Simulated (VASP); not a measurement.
# NbAs (I4_1md) in VASP: further runs, part 2 of 2

VASP 6.6.1. Earlier steps stand in the parts before.

### 3 Single point, PBEsol

INCAR reads:

```
PREC     = Accurate       # precision mode
ENCUT    = 520            # plane-wave cutoff, eV
EDIFF    = 1E-6           # SCF threshold, eV
ISMEAR   = 0              # smearing method
SIGMA    = 0.1            # smearing width, eV
LREAL    = False          # projectors in reciprocal space
LASPH    = True           # aspherical terms in the spheres
NELM     = 100            # most SCF steps
ALGO     = Normal         # electronic algorithm
ISIF     = 2              # what is computed and relaxed
LWAVE    = False          # write WAVECAR
LCHARG   = False          # write CHGCAR
GGA      = PS             # functional
NBANDS   = 26             # bands
```

KPOINTS reads:

```
regular mesh
0
Gamma
  18 18 18
```

POSCAR reads:

```
NbAs
1.0
   -1.7196532143      1.7196532143      5.7965408238
    1.7196532143     -1.7196532143      5.7965408238
    1.7196532143      1.7196532143     -5.7965408238
Nb As
2 2
Direct
    0.7487437888      0.7487437888      0.0000000000
    0.4987437888     -0.0012562112      0.5000000000
    0.1672562112      0.1672562112      0.0000000000
    0.9172562112      0.4172562112      0.5000000000
```

Potentials or basis: VASP PAW PBE potentials, release 64 (Nb_sv, As).

The run is started by

```console
> cat potpaw_PBE.64/Nb_sv/POTCAR potpaw_PBE.64/As/POTCAR > POTCAR
> mpirun -np 1 vasp_std > vasp.out
```

OUTCAR:

```text
PREC = Accurate
   ENCUT = 520
   EDIFF = 1E-6
   ISMEAR = 0
   LREAL = False
   LASPH = True
   NELM = 100
   ISIF = 2
   GGA = PS

 ion  position               nearest neighbor table
   1  0.749  0.749  0.000-   4 2.60   4 2.60   3 2.61   3 2.61   3 2.61   3 2.61
   2  0.499  0.999  0.500-   3 2.60   3 2.60   4 2.61   4 2.61   4 2.61   4 2.61
   3  0.167  0.167  0.000-   2 2.60   2 2.60   1 2.61   1 2.61   1 2.61   1 2.61
   4  0.917  0.417  0.500-   1 2.60   1 2.60   2 2.61   2 2.61   2 2.61   2 2.61

  LATTYP: Found a body centered tetragonal cell.
 ALAT       =     3.4393064286
 C/A-ratio  =     3.3707614859

  Lattice vectors:

 A1 = (  -1.7196532143,   1.7196532143,   5.7965408238)
 A2 = (   1.7196532143,  -1.7196532143,   5.7965408238)
 A3 = (   1.7196532143,   1.7196532143,  -5.7965408238)

Analysis of symmetry for initial positions (statically):
=====================================================================
 Subroutine PRICEL returns:
 Original cell was already a primitive cell.

 Routine SETGRP: Setting up the symmetry group for a
 body centered tetragonal supercell.

 Subroutine GETGRP returns: Found  8 space group operations
 (whereof  4 operations were pure point group operations)
 out of a pool of 16 trial point group operations.

The static configuration has the point symmetry C_2v.
 The point group associated with its full space group is C_4v.

Analysis of symmetry for dynamics (positions and initial velocities):
=====================================================================
 Subroutine PRICEL returns:
 Original cell was already a primitive cell.

 Routine SETGRP: Setting up the symmetry group for a
 body centered tetragonal supercell.

 Subroutine GETGRP returns: Found  8 space group operations
 (whereof  4 operations were pure point group operations)
 out of a pool of 16 trial point group operations.

The dynamic configuration has the point symmetry C_2v.
 The point group associated with its full space group is C_4v.

 Subroutine INISYM returns: Found  8 space group operations
 (whereof  4 operations are pure point group operations),
 and found     1 'primitive' translations

----------------------------------------------------------------------------------------

                                     Primitive cell

  volume of cell :      68.5663

  direct lattice vectors                    reciprocal lattice vectors
    -1.719653214  1.719653214  5.796540824     0.000000000  0.290756297  0.086258342
     1.719653214 -1.719653214  5.796540824     0.290756297  0.000000000  0.086258342
     1.719653214  1.719653214 -5.796540824     0.290756297  0.290756297  0.000000000

  length of vectors
     6.286040079  6.286040079  6.286040079     0.303281594  0.303281594  0.411191498

  position of ions in fractional coordinates (direct lattice)
     0.748743789  0.748743789  0.000000000
     0.498743789  0.998743789  0.500000000
     0.167256211  0.167256211  0.000000000
     0.917256211  0.417256211  0.500000000

  ion indices of the primitive-cell ions
   primitive index   ion index
                 1           1
                 2           2
                 3           3
                 4           4

[... 25 lines left out ...]

 Following reciprocal coordinates:
            Coordinates               Weight
  0.000000  0.000000  0.000000      1.000000
  0.055556 -0.000000  0.000000      8.000000
  0.111111 -0.000000  0.000000      8.000000
  0.166667 -0.000000  0.000000      8.000000
  0.222222  0.000000 -0.000000      8.000000
  0.277778 -0.000000  0.000000      8.000000
[... 16 lines left out ...]
 -0.277778  0.055556 -0.000000     16.000000
 -0.222222  0.055556  0.000000     16.000000
 [... further k-points ...]
   k-points           NKPTS =    480   k-points in BZ     NKDIM =    480   number of bands    NBANDS=     26
   number of dos      NEDOS =    301   number of ions     NIONS =      4
   total plane-waves  NPLWV = 110592
   dimension x,y,z NGX =    48 NGY =   48 NGZ =   48
   dimension x,y,z NGXF=    96 NGYF=   96 NGZF=   96
   ions per type =               2   2
   NGX,Y,Z   is equivalent  to a cutoff of  12.69, 12.69, 12.69 a.u.
   NGXF,Y,Z  is equivalent  to a cutoff of  25.39, 25.39, 25.39 a.u.
 SYSTEM =  unknown system
   PREC   = accura    normal or accurate (medium, high low for compatibility)
   ISTART =      0    job   : 0-new  1-cont  2-samecut
   ICHARG =      2    charge: 1-file 2-atom 10-const
   ISPIN  =      1    spin polarized calculation?
   LNONCOLLINEAR =      F non collinear calculations
   LSORBIT =      F    spin-orbit coupling
   LASPH  =      T    aspherical Exc in radial PAW
   ENCUT  =  520.0 eV  38.22 Ry    6.18 a.u.  11.69 11.69 11.69*2*pi/ulx,y,z
   NELM   =    100;   NELMIN=  2; NELMDL= -5     # of ELM steps
   EDIFF  = 0.1E-05   stopping-criterion for ELM
   LREAL  =      F    real-space projection
   EDIFFG = 0.1E-04   stopping-criterion for IOM
   NSW    =      0    number of steps for IOM
   IBRION =     -1    ionic relax: 0-MD 1-quasi-New 2-CG
   NFREE  =      0    steps in history (QN), initial steepest desc. (CG)
   ISIF   =      2    stress and relaxation
   ISYM   =      2    0-nonsym 1-usesym 2-fastsym
   POTIM  = 0.5000    time-step for ionic-motion
   TEBEG  =    0.0;   TEEND  =   0.0 temperature during run
   PSTRESS=    0.0 pullay stress
   NELECT =      36.0000    total number of electrons
   NUPDOWN=      -1.0000    fix difference up-down
   EMIN   =  10.00;   EMAX   =-10.00  energy-range for DOS
   EFERMI =   0.00;   METHOD = LEGACY
   ISMEAR =     0;   SIGMA  =   0.10  broadening in eV -4-tet -1-fermi 0-gaus
   EFERMI_NEDOS =   21; number of points for ismear=-14 and -15
   IALGO  =     38    algorithm
   IMIX   =      4    mixing-type and parameters
     AMIX     =   0.40;   BMIX     =  1.00
     AMIX_MAG =   1.60;   BMIX_MAG =  1.00
  volume/ion in A,a.u.               =      17.14       115.68
  Fermi-wavevector in a.u.,A,eV,Ry     =   1.320704  2.495768 23.732081  1.744259
  Thomas-Fermi vector in A             =   2.450511
   LORBIT       =      0    0 simple, 1 ext, 2 COOP (PROOUT), +10 PAW based schemes
   GGA     = PS    functional components
   LHFCALC =     F    Hartree Fock is set to
   AEXX    =    0.0000 exact exchange contribution
   IVDW    =     0    specifies the selected vdW correction
   LEPSILON=     F    determine dielectric tensor
   LRPA    =     F    only Hartree local field effects (RPA)
 non-spin polarized calculation
 Gauss-broadening in eV      SIGMA  =   0.10
  energy-cutoff  :      520.00
  volume of cell :       68.57
 maximum number of plane-waves:      1864
   NGX = 23   NGY = 23   NGZ = 23

 number of electron      36.0000001 magnetization

 Free energy of the ion-electron system (eV)
  ---------------------------------------------------
  ext. energy  EPLUGINS =         0.00000000
  ---------------------------------------------------
  free energy    TOTEN  =       -35.12703209 eV

  energy without entropy =      -35.12463616  energy(sigma->0) =      -35.12583412

 E-fermi :   9.6979     XC(G=0): -12.0354

 val. band max:        9.6948835662   @ k =  -0.1111   0.3889   0.1111
 cond. band min:       9.7004832381   @ k =  -0.0556   0.5000   0.0556
 fundamental gap:      0.0055996719
 Fermi energy:         9.6978672718

 k-point     1 :       0.0000    0.0000    0.0000
  band No.  band energies     occupation
      1     -45.2902      2.00000
      2     -45.2587      2.00000
      3     -21.5511      2.00000
      4     -21.4334      2.00000
      5     -21.4334      2.00000
      6     -21.2766      2.00000
[... 685 lines left out ...]
     25      14.3348      0.00000
     26      15.0279      0.00000

 [... further k-points ...]

------------------------ aborting loop because EDIFF is reached ----------------------------------------

  FORCE on cell =-STRESS in cart. coord.  units (eV):
  Direction    XX          YY          ZZ          XY          YZ          ZX
  --------------------------------------------------------------------------------------
  -------------------------------------------------------------------------------------
  Total        0.0814573      0.0814573      0.0425445      0.0000000      0.0000000      0.0000000
  in kB        1.9033985      1.9033985      0.9941301      0.0000000      0.0000000      0.0000000
  external PRESSURE =       1.6003090 kB  Pullay stress =       0.0000000 kB

 VOLUME and BASIS-vectors are now :
 -----------------------------------------------------------------------------
  energy-cutoff  :      520.00
  volume of cell :       68.57
      direct lattice vectors                 reciprocal lattice vectors
    -1.719653214  1.719653214  5.796540824     0.000000000  0.290756297  0.086258342
     1.719653214 -1.719653214  5.796540824     0.290756297  0.000000000  0.086258342
     1.719653214  1.719653214 -5.796540824     0.290756297  0.290756297  0.000000000

 POSITION                                       TOTAL-FORCE (eV/Angst)
 -----------------------------------------------------------------------------------
      0.00000      0.00000      8.68025        -0.000000      0.000000     -0.000993
      1.71965      0.00000      5.78198         0.000000     -0.000000     -0.000993
      0.00000      0.00000      1.93901         0.000000     -0.000000      0.000993
      0.00000      1.71965      4.83729        -0.000000      0.000000      0.000993
 -----------------------------------------------------------------------------------
    total drift:                                0.000000      0.000000     -0.000214

  FREE ENERGIE OF THE ION-ELECTRON SYSTEM (eV)
  ---------------------------------------------------
  free  energy   TOTEN  =       -35.1270320863 eV

  energy  without entropy=      -35.1246361624  energy(sigma->0) =      -35.12583412
```

Run time: 13 min. Hardware: 1 thread of Intel Xeon 6975P-C (Granite Rapids), shared host; peak memory 0.89 GiB.

What came out:

- Free energy: -35.1270 eV
- Pressure: 0.2 GPa
- Band gap on the k mesh: zero (bands 18 and 19 overlap by 0.04 eV)

Caveat: the PAW data sets were made with another functional, which shifts forces and pressure a little.
